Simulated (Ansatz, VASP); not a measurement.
## One calculation of C, two programs

```xyz
2
Lattice="1.2325 0.7116 3.3614 -1.2325 0.7116 3.3614 0.0000 -1.4232 3.3614" Properties=species:S:1:pos:R:3 pbc="T T T"
C     0.0000    0.0300    1.6325
C     0.0000   -0.0300    8.4517
```

Change from the starting cell: mode 4 frozen in at -0.048 Å and mode 6 at +0.030 Å (largest displacements).

Alike in both runs: task single point; functional PBE; dispersion D3(BJ); k mesh 15 × 15 × 15; occupations gaussian, width 0.05 eV; no spin polarisation.

```csv
,VASP,Ansatz
version,VASP 6.6.1,Ansatz 0.2.0
potentials or method,"VASP PAW PBE potentials, release 64 (C), cutoff 520 eV","scalar-relativistic, plane waves, PAW"
valence electrons in the cell,8,8
```

|  | VASP | Ansatz | Ansatz less VASP |
| --- | --- | --- | --- |
| gap on the k mesh at the Fermi level (eV) | 0.19 | 0.19 | 0.000 |
| least direct gap on the mesh (eV) | 0.19 | 0.19 | 0.000 |
| pressure (GPa) | 1.4 | 0.9 | -0.41 |
| traceless stress, the component that is largest in VASP (GPa) | 7.18 | 6.81 | -0.373 |
| rms of the force components (eV/Å) | 1.919 | 1.917 | -0.0017 |

Atom by atom the forces differ by 0.005 eV/Å (rms over components).
